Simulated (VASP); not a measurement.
## Au: relaxation of cell and atoms with LDA

Crystal: Au.

```
CELL_PARAMETERS angstrom
2.83843 0.00000 0.00000
-1.41921 2.45815 0.00000
0.00000 0.00000 4.75434
ATOMIC_POSITIONS crystal
Au 0.33333 0.66667 0.75000
Au 0.66667 0.33333 0.25000
```

This isn't the form of Au at room conditions, which is fcc.

```
Program                : VASP 6.6.1
Task                   : relaxation of cell and atoms
Functional             : LDA
Potentials or basis    : VASP PAW LDA potentials, release 64 (Au)
Cutoff                 : 600 eV
k mesh                 : 18 × 18 × 10
Occupations            : fermi-dirac, width 0.15 eV
Spin                   : no spin polarisation
Dipole correction      : no
Further INCAR settings : ALGO = Fast; EDIFF = 1e-07; IBRION = 2; EDIFFG = -0.001; NSW = 80; ISIF = 3
```

- Relaxed volume: 16.65 Å³/atom
- Relaxed cell: a = 2.841 Å, b = 2.841 Å, c = 4.762 Å, α = 90.00°, β = 90.00°, γ = 120.00°
- Space group after relaxing (to 0.1 Å): P6_3/mmc (No. 194)
- Energy gained by relaxing: 0.1 meV/atom
- Ionic steps: 16
- Pressure after relaxing: 0.0 GPa
- Band gap on the k mesh: zero (bands 11 and 12 overlap by 7.10 eV)

The path:
```
step  energy change (eV)  largest force (eV/Å)  pressure (GPa)  volume (Å³)
   1              0.0000                0.0000            0.69        33.17
   2              0.0006                0.0000           -1.25        33.52
   3             -0.0003                0.0000            0.00        33.29
   4             -0.0003                0.0000            0.02        33.29
   5             -0.0003                0.0000            0.01        33.29
   6             -0.0003                0.0000            0.02        33.29
   7             -0.0003                0.0000            0.01        33.29
   8             -0.0003                0.0000            0.01        33.29
   9             -0.0003                0.0000            0.01        33.29
  10             -0.0003                0.0000            0.01        33.29
  11             -0.0003                0.0000            0.01        33.29
  12             -0.0003                0.0000            0.01        33.29
  13             -0.0003                0.0000           -0.01        33.30
  14             -0.0003                0.0000           -0.02        33.29
  15             -0.0003                0.0000            0.00        33.29
  16             -0.0003                0.0000            0.00        33.29
```

Final structure:
```yaml
crystal:
  lattice:
    - [2.84124, 0.00000, 0.00000]
    - [-1.42062, 2.46058, 0.00000]
    - [0.00000, 0.00000, 4.76183]
  atoms:
    - { symbol: Au, position: [0.33333, 0.66667, 0.75000] }
    - { symbol: Au, position: [0.66667, 0.33333, 0.25000] }
```

Levels at points of the mesh, in eV from the Fermi level:
```
           k point  band 8  band 9  band 10  band 11  band 12  band 13  band 14  band 15
(0.00, 0.00, 0.00)   -3.64   -3.64    -2.19    -2.19    -1.27     2.83    14.56    15.73
(0.50, 0.00, 0.00)   -1.93   -1.87    -1.67     0.38     1.64     5.81     7.37     7.54
(0.00, 0.00, 0.50)   -4.74   -2.68    -2.68    -2.68    -2.68    10.84    10.84    14.86
(0.50, 0.00, 0.50)   -2.47   -1.75    -1.75     0.39     0.39     4.11     4.11    13.33
```

Run time: 4.7 min on 1 thread of Intel(R) Xeon(R) Platinum 8488C (Sapphire Rapids) (shared host), peak memory 0.24 GiB.

Caveat: spin-orbit coupling is left out, which moves the levels of the heavy elements.
